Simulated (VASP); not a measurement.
# PbS (R3m) in VASP: notebook

Runs on PbS. Level: r2SCAN. Tasks: single point.

All numbers are computed with VASP 6.6.1; they aren't measurements. Logs are shortened: lines on timing, memory, paths and dates and some standing lists are left out, and cuts for length are marked.

## (1) The cell of the first run

The structure is trigonal, space group R3m (No. 160). Conventional cell: a = 4.193 Å, b = 4.193 Å, c = 10.271 Å, α = 90.00°, β = 90.00°, γ = 120.00°. Within 3.8 Å of Pb (site symmetry 3m) lie 6 S at 2.91 to 3.02 Å. S (site symmetry 3m) has 6 Pb at 2.91 to 3.02 Å within 3.8 Å.

## (2) Single point, r2SCAN (all S atoms moved -0.100 Å, as atom 2 along Cartesian [1 1 1])

POSCAR

```
PbS
1.0
    0.0000000000      2.9650000000      2.9650000000
    2.9650000000      0.0000000000      2.9650000000
    2.9650000000      2.9650000000      0.0000000000
Pb S
1 1
Direct
    0.0000000000      0.0000000000      0.0000000000
    0.4902639078      0.4902639078      0.4902639078
```

INCAR.step1

```
PREC = Accurate
ENCUT = 550
ISMEAR = 0
SIGMA = 0.05
LREAL = False
LASPH = True
NELM = 120
NBANDS = 17
GGA = PE
ALGO = Normal
EDIFF = 1E-5
LWAVE = True
LCHARG = False
GGA_COMPAT = False
```

INCAR.step2

```
PREC = Accurate
ENCUT = 550
EDIFF = 1E-6
ISMEAR = 0
SIGMA = 0.05
LREAL = False
LASPH = True
NELM = 120
ALGO = Normal
ISIF = 2
LWAVE = False
LCHARG = True
METAGGA = R2SCAN
LMIXTAU = True
LELF = True
LVHAR = True
NBANDS = 17
ISTART = 1
GGA_COMPAT = False
```

KPOINTS

```
regular mesh
0
Gamma
  8 8 8
```

Potentials or basis: VASP PAW PBE potentials, release 64 (Pb_d, S).

On the command line:

```
$ cat potpaw_PBE.64/Pb_d/POTCAR potpaw_PBE.64/S/POTCAR > POTCAR
$ cp INCAR.step1 INCAR
$ mpirun -np 1 vasp_std > vasp.out
$ cp INCAR.step2 INCAR
$ mpirun -np 1 vasp_std > vasp.out
```

OUTCAR:

```text
PREC = Accurate
   ENCUT = 550
   EDIFF = 1E-6
   ISMEAR = 0
   LREAL = False
   LASPH = True
   NELM = 120
   ISIF = 2
   METAGGA = R2SCAN
   ISTART = 1

 ion  position               nearest neighbor table
   1  0.000  0.000  0.000-   2 2.91   2 2.91   2 2.91   2 3.02   2 3.02   2 3.02
   2  0.490  0.490  0.490-   1 2.91   1 2.91   1 2.91   1 3.02   1 3.02   1 3.02

  LATTYP: Found a face centered cubic cell.
 ALAT       =     5.9300000000

  Lattice vectors:

 A1 = (   0.0000000000,   2.9650000000,   2.9650000000)
 A2 = (   2.9650000000,   0.0000000000,   2.9650000000)
 A3 = (   2.9650000000,   2.9650000000,   0.0000000000)

Analysis of symmetry for initial positions (statically):
=====================================================================
 Subroutine PRICEL returns:
 Original cell was already a primitive cell.

 Routine SETGRP: Setting up the symmetry group for a
 face centered cubic supercell.

 Subroutine GETGRP returns: Found  6 space group operations
 (whereof  6 operations were pure point group operations)
 out of a pool of 48 trial point group operations.

The static configuration has the point symmetry C_3v.

Analysis of symmetry for dynamics (positions and initial velocities):
=====================================================================
 Subroutine PRICEL returns:
 Original cell was already a primitive cell.

 Routine SETGRP: Setting up the symmetry group for a
 face centered cubic supercell.

 Subroutine GETGRP returns: Found  6 space group operations
 (whereof  6 operations were pure point group operations)
 out of a pool of 48 trial point group operations.

The dynamic configuration has the point symmetry C_3v.

 Subroutine INISYM returns: Found  6 space group operations
 (whereof  6 operations are pure point group operations),
 and found     1 'primitive' translations

----------------------------------------------------------------------------------------

                                     Primitive cell

  volume of cell :      52.1320

  direct lattice vectors                    reciprocal lattice vectors
     0.000000000  2.965000000  2.965000000    -0.168634064  0.168634064  0.168634064
     2.965000000  0.000000000  2.965000000     0.168634064 -0.168634064  0.168634064
     2.965000000  2.965000000  0.000000000     0.168634064  0.168634064 -0.168634064

  length of vectors
     4.193143212  4.193143212  4.193143212     0.292082767  0.292082767  0.292082767

[... 78 lines left out ...]
   ENCUT  =  550.0 eV  40.42 Ry    6.36 a.u.   8.02  8.02  8.02*2*pi/ulx,y,z
   NELM   =    120;   NELMIN=  2; NELMDL=  0     # of ELM steps
   EDIFF  = 0.1E-05   stopping-criterion for ELM
   LREAL  =      F    real-space projection
   EDIFFG = 0.1E-04   stopping-criterion for IOM
   NSW    =      0    number of steps for IOM
   IBRION =     -1    ionic relax: 0-MD 1-quasi-New 2-CG
   NFREE  =      0    steps in history (QN), initial steepest desc. (CG)
   ISIF   =      2    stress and relaxation
   ISYM   =      2    0-nonsym 1-usesym 2-fastsym
   POTIM  = 0.5000    time-step for ionic-motion
   TEBEG  =    0.0;   TEEND  =   0.0 temperature during run
   PSTRESS=    0.0 pullay stress
   NELECT =      20.0000    total number of electrons
   NUPDOWN=      -1.0000    fix difference up-down
   EMIN   =  10.00;   EMAX   =-10.00  energy-range for DOS
   EFERMI =   0.00;   METHOD = LEGACY
   ISMEAR =     0;   SIGMA  =   0.05  broadening in eV -4-tet -1-fermi 0-gaus
   EFERMI_NEDOS =   21; number of points for ismear=-14 and -15
   IALGO  =     38    algorithm
   IMIX   =      4    mixing-type and parameters
     AMIX     =   0.40;   BMIX     =  1.00
     AMIX_MAG =   1.60;   BMIX_MAG =  1.00
  volume/ion in A,a.u.               =      26.07       175.90
  Fermi-wavevector in a.u.,A,eV,Ry     =   1.189552  2.247928 19.252709  1.415034
  Thomas-Fermi vector in A             =   2.325657
   LORBIT       =      0    0 simple, 1 ext, 2 COOP (PROOUT), +10 PAW based schemes
   METAGGA = R2SCAN    functional components
   LHFCALC =     F    Hartree Fock is set to
   AEXX    =    0.0000 exact exchange contribution
   IVDW    =     0    specifies the selected vdW correction
   LEPSILON=     F    determine dielectric tensor
   LRPA    =     F    only Hartree local field effects (RPA)
 non-spin polarized calculation
 Gauss-broadening in eV      SIGMA  =   0.05
  energy-cutoff  :      550.00
  volume of cell :       52.13
 maximum number of plane-waves:      1542
   NGX = 17   NGY = 17   NGZ = 17

 number of electron      19.9999999 magnetization

 Free energy of the ion-electron system (eV)
  ---------------------------------------------------
  ext. energy  EPLUGINS =         0.00000000
  ---------------------------------------------------
  free energy    TOTEN  =       -65.60457454 eV

  energy without entropy =      -65.60457454  energy(sigma->0) =      -65.60457454

 E-fermi :   5.9252     XC(G=0): -10.2569

 val. band max:        5.7073512296   @ k =   0.5000   0.0000   0.0000
 cond. band min:       6.3645181338   @ k =   0.5000   0.0000   0.0000
 fundamental gap:      0.6571669042
 Fermi energy:         5.9252024799

 k-point     1 :       0.0000    0.0000    0.0000
  band No.  band energies     occupation
      1     -11.7352      2.00000
      2     -11.7337      2.00000
      3     -11.7337      2.00000
      4     -11.7200      2.00000
      5     -11.7200      2.00000
      6      -8.5242      2.00000
[... 457 lines left out ...]
      4     -11.7087      2.00000
      5     -11.6997      2.00000
      6      -7.7409      2.00000
[... 9 lines left out ...]
     16      15.8447      0.00000
     17      17.1367      0.00000

 [... further k-points ...]

------------------------ aborting loop because EDIFF is reached ----------------------------------------

  FORCE on cell =-STRESS in cart. coord.  units (eV):
  Direction    XX          YY          ZZ          XY          YZ          ZX
  --------------------------------------------------------------------------------------
  -------------------------------------------------------------------------------------
  Total        0.4894467      0.4894467      0.4894467      0.0133691      0.0133691      0.0133691
  in kB       15.0422185     15.0422185     15.0422185      0.4108741      0.4108741      0.4108741
  external PRESSURE =      15.0422185 kB  Pullay stress =       0.0000000 kB

 VOLUME and BASIS-vectors are now :
 -----------------------------------------------------------------------------
  energy-cutoff  :      550.00
  volume of cell :       52.13
      direct lattice vectors                 reciprocal lattice vectors
     0.000000000  2.965000000  2.965000000    -0.168634064  0.168634064  0.168634064
     2.965000000  0.000000000  2.965000000     0.168634064 -0.168634064  0.168634064
     2.965000000  2.965000000  0.000000000     0.168634064  0.168634064 -0.168634064

 POSITION                                       TOTAL-FORCE (eV/Angst)
 -----------------------------------------------------------------------------------
      0.00000      0.00000      0.00000        -0.030372     -0.030372     -0.030372
      2.90726      2.90726      2.90726         0.030372      0.030372      0.030372
 -----------------------------------------------------------------------------------
    total drift:                                0.000087      0.000087      0.000087

  FREE ENERGIE OF THE ION-ELECTRON SYSTEM (eV)
  ---------------------------------------------------
  free  energy   TOTEN  =       -65.6045745363 eV

  energy  without entropy=      -65.6045745363  energy(sigma->0) =      -65.60457454
```

OSZICAR.step1:

```text
N       E                     dE             d eps       ncg     rms          rms(c)
DAV:   1     0.163229853340E+03    0.16323E+03   -0.99976E+03  2218   0.129E+03
DAV:   2     0.344664658564E+01   -0.15978E+03   -0.15398E+03  2349   0.325E+02
DAV:   3    -0.889699600666E+01   -0.12344E+02   -0.12124E+02  2834   0.937E+01
DAV:   4    -0.922033338833E+01   -0.32334E+00   -0.32298E+00  2829   0.162E+01
DAV:   5    -0.923192029818E+01   -0.11587E-01   -0.11586E-01  3222   0.306E+00    0.467E+00
DAV:   6    -0.874872760638E+01    0.48319E+00   -0.13701E+00  3459   0.803E+00    0.330E+00
DAV:   7    -0.874921281309E+01   -0.48521E-03   -0.14232E-01  2604   0.189E+00    0.187E+00
DAV:   8    -0.875277008579E+01   -0.35573E-02   -0.15748E-02  2583   0.136E+00    0.215E-01
DAV:   9    -0.875237148127E+01    0.39860E-03   -0.30697E-03  3517   0.488E-01    0.885E-02
DAV:  10    -0.875254172915E+01   -0.17025E-03   -0.35245E-04  2533   0.115E-01    0.473E-02
DAV:  11    -0.875255391275E+01   -0.12184E-04   -0.58332E-05  2945   0.825E-02    0.194E-02
DAV:  12    -0.875255468261E+01   -0.76986E-06   -0.31194E-06  1668   0.170E-02
   1 F= -.87525547E+01 E0= -.87525547E+01  d E =-.140326E-10
```

It took 66 s on 1 thread of Intel Xeon 6975P-C (Granite Rapids), shared host; peak memory 0.22 GiB.

Results:

```
Free energy            : -65.6046 eV
Pressure               : 1.5 GPa
Largest force          : 0.053 eV/Å
Band gap on the k mesh : 0.66 eV, direct
```

Forces in eV/Å, atoms in the order of the input:
```
Pb  -0.030 -0.030 -0.030
S    0.030  0.030  0.030
```

Levels at points of the mesh, in eV from the valence-band top:
```csv
k point,band 7,band 8,band 9,band 10,band 11,band 12,band 13,band 14
"(0.00, 0.00, 0.00)",-6.09,-2.34,-2.34,-2.32,5.45,5.54,5.54,7.17
"(0.50, 0.00, 0.00)",-9.12,-1.96,-1.95,0.00,0.66,2.22,2.23,9.15
"(0.50, 0.50, 0.50)",-9.08,-1.95,-1.95,-0.08,0.71,2.19,2.19,9.13
"(0.50, 0.50, 0.00)",-7.39,-5.36,-3.63,-3.60,4.08,6.02,6.11,6.17
```

Caveat: the cell differs from its parent crystal (all S atoms moved -0.100 Å, as atom 2 along Cartesian [1 1 1]); the PAW data sets were made with another functional, which shifts forces and pressure a little; spin-orbit coupling is left out, which moves the levels of the heavy elements. A k mesh can miss the band edges.

## (3) Single point, r2SCAN (all S atoms moved +0.075 Å, as atom 2 along Cartesian [1 1 1])

Changes to POSCAR since step 2:

```diff
@@ -9,2 +9,2 @@
     0.0000000000      0.0000000000      0.0000000000
-    0.4902639078      0.4902639078      0.4902639078
+    0.5073020692      0.5073020692      0.5073020692
```

INCAR.step1

```
PREC     = Accurate       # precision mode
ENCUT    = 550            # plane-wave cutoff, eV
ISMEAR   = 0              # smearing method
SIGMA    = 0.05           # smearing width, eV
LREAL    = F              # projectors in reciprocal space
LASPH    = T              # aspherical terms in the spheres
NELM     = 120            # most SCF steps
NBANDS   = 17             # bands
GGA      = PE             # functional
ALGO     = Normal         # electronic algorithm
EDIFF    = 1E-5           # SCF threshold, eV
LWAVE    = T              # write WAVECAR
LCHARG   = F              # write CHGCAR
GGA_COMPAT= F
```

INCAR.step2

```
PREC     = Accurate       # precision mode
ENCUT    = 550            # plane-wave cutoff, eV
EDIFF    = 1E-6           # SCF threshold, eV
ISMEAR   = 0              # smearing method
SIGMA    = 0.05           # smearing width, eV
LREAL    = F              # projectors in reciprocal space
LASPH    = T              # aspherical terms in the spheres
NELM     = 120            # most SCF steps
ALGO     = Normal         # electronic algorithm
ISIF     = 2              # what is computed and relaxed
LWAVE    = F              # write WAVECAR
LCHARG   = F              # write CHGCAR
METAGGA  = R2SCAN         # meta-GGA
LMIXTAU  = T            
NBANDS   = 17             # bands
ISTART   = 1            
GGA_COMPAT= F
```

KPOINTS is that of step 2.

Potentials or basis: VASP PAW PBE potentials, release 64 (Pb_d, S).

On the command line:

```
$ cat potpaw_PBE.64/Pb_d/POTCAR potpaw_PBE.64/S/POTCAR > POTCAR
$ cp INCAR.step1 INCAR
$ mpirun -np 1 vasp_std > vasp.out
$ cp INCAR.step2 INCAR
$ mpirun -np 1 vasp_std > vasp.out
```

Wall time 60 s (1 thread of Intel Xeon 6975P-C (Granite Rapids), shared host); peak memory 0.22 GiB.

The run converged. Its results:

```yaml
Free_energy: -65.6057 eV
Pressure: 1.4 GPa
Largest_force: 0.036 eV/Å
Band_gap_on_the_k_mesh: 0.64 eV, direct
```

Forces in eV/Å, atoms in the order of the input:
```
Pb   0.021  0.021  0.021
S   -0.021 -0.021 -0.021
```

Levels at points of the mesh, in eV from the valence-band top:
| k point | band 7 | band 8 | band 9 | band 10 | band 11 | band 12 | band 13 | band 14 |
| --- | --- | --- | --- | --- | --- | --- | --- | --- |
| (0.00, 0.00, 0.00) | -6.10 | -2.34 | -2.34 | -2.33 | 5.49 | 5.54 | 5.54 | 7.15 |
| (0.50, 0.00, 0.00) | -9.12 | -1.95 | -1.94 | 0.00 | 0.64 | 2.20 | 2.20 | 9.16 |
| (0.50, 0.50, 0.50) | -9.10 | -1.94 | -1.94 | -0.05 | 0.67 | 2.19 | 2.19 | 9.14 |
| (0.50, 0.50, 0.00) | -7.38 | -5.38 | -3.63 | -3.61 | 4.11 | 6.01 | 6.10 | 6.14 |

Caveat: the cell differs from its parent crystal (all S atoms moved +0.075 Å, as atom 2 along Cartesian [1 1 1]); the PAW data sets were made with another functional, which shifts forces and pressure a little; spin-orbit coupling is left out, which moves the levels of the heavy elements.

## (4) Single point, r2SCAN (all S atoms moved -0.050 Å, as atom 2 along Cartesian [1 1 1])

Changes to POSCAR since step 3:

```diff
@@ -9,2 +9,2 @@
     0.0000000000      0.0000000000      0.0000000000
-    0.5073020692      0.5073020692      0.5073020692
+    0.4951319539      0.4951319539      0.4951319539
```

INCAR.step1

```
SYSTEM = PbS
ALGO = Normal
EDIFF = 1E-5
ENCUT = 550
GGA = PE
GGA_COMPAT = .FALSE.
ISMEAR = 0
LASPH = .TRUE.
LCHARG = .FALSE.
LREAL = .FALSE.
LWAVE = .TRUE.
NBANDS = 17
NELM = 120
PREC = Accurate
SIGMA = 0.05
```

INCAR.step2

```
SYSTEM = PbS
ALGO = Normal
EDIFF = 1E-6
ENCUT = 550
GGA_COMPAT = .FALSE.
ISIF = 2
ISMEAR = 0
ISTART = 1
LASPH = .TRUE.
LCHARG = .FALSE.
LMIXTAU = .TRUE.
LREAL = .FALSE.
LWAVE = .FALSE.
METAGGA = R2SCAN
NBANDS = 17
NELM = 120
PREC = Accurate
SIGMA = 0.05
```

KPOINTS

```
k-points
0
G
  8 8 8
  0 0 0
```

On the command line:

```
$ cat potpaw_PBE.64/Pb_d/POTCAR potpaw_PBE.64/S/POTCAR > POTCAR
$ cp INCAR.step1 INCAR
$ mpirun -np 1 vasp_std > vasp.out
$ cp INCAR.step2 INCAR
$ mpirun -np 1 vasp_std > vasp.out
```

Wall time 58 s (1 thread of Intel Xeon 6975P-C (Granite Rapids), shared host); peak memory 0.22 GiB.

Results (log left out):

```
Free energy            : -65.6064 eV
Pressure               : 1.4 GPa
Largest force          : 0.022 eV/Å
Band gap on the k mesh : 0.63 eV, direct
```

Forces on the atoms (eV/Å):
```
Pb  -0.013 -0.013 -0.013
S    0.013  0.013  0.013
```

Levels at points of the mesh, in eV from the valence-band top:
```tsv
k point	band 7	band 8	band 9	band 10	band 11	band 12	band 13	band 14
(0.00, 0.00, 0.00)	-6.10	-2.35	-2.35	-2.34	5.52	5.55	5.55	7.14
(0.50, 0.00, 0.00)	-9.12	-1.95	-1.94	0.00	0.63	2.18	2.19	9.16
(0.50, 0.50, 0.50)	-9.12	-1.94	-1.94	-0.02	0.64	2.18	2.18	9.15
(0.50, 0.50, 0.00)	-7.38	-5.39	-3.63	-3.62	4.12	6.01	6.09	6.11
```

Caveat: the cell differs from its parent crystal (all S atoms moved -0.050 Å, as atom 2 along Cartesian [1 1 1]); the PAW data sets were made with another functional, which shifts forces and pressure a little; spin-orbit coupling is left out, which moves the levels of the heavy elements. A k mesh can miss the band edges.

(Continued in part 2 of 2.)
